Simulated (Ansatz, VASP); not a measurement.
## One calculation of BN, two programs

```
B N
1.0
     2.50245    0.00000    0.00000
    -1.25123    2.16719    0.00000
     0.00000    0.00000    4.24048
B N
2 2
Direct
  0.33333 0.66667 0.00005
  0.66667 0.33333 0.50005
  0.33333 0.66667 0.37395
  0.66667 0.33333 0.87395
```

Change from the starting cell: strained cell.

Alike in both runs: functional PBEsol; k mesh 9 × 9 × 6; occupations gaussian, width 0.02 eV; no spin polarisation.

Ansatz relaxed the structure, and its values are those at the end. VASP's run is a single point on that final structure, the one shown.

|  | VASP | Ansatz |
| --- | --- | --- |
| version | VASP 6.6.1 | Ansatz 0.2.0 |
| potentials or method | VASP PAW PBE potentials, release 64 (B, N), cutoff 520 eV | scalar-relativistic, plane waves, PAW |
| valence electrons in the cell | 16 | 16 |

Ansatz gave:

| Item | Value |
| --- | --- |
| gap on the k mesh at the Fermi level (eV) | 4.79 |
| least direct gap on the mesh (eV) | 7.89 |
| pressure (GPa) | 8.7 |
| rms of the force components (eV/Å) | 0.000 |

Q: What did VASP give for the same quantities?

A: gap on the k mesh at the Fermi level (eV): 4.78; least direct gap on the mesh (eV): 7.90; pressure (GPa): 9.6; rms of the force components (eV/Å): 0.007.

VASP's potentials were made for PBE, not for PBEsol, and Ansatz warns of the same on its side. The functional is the same, so the differences come from potentials, cutoffs and numerics. Ansatz's warnings: stress scf threshold loose.
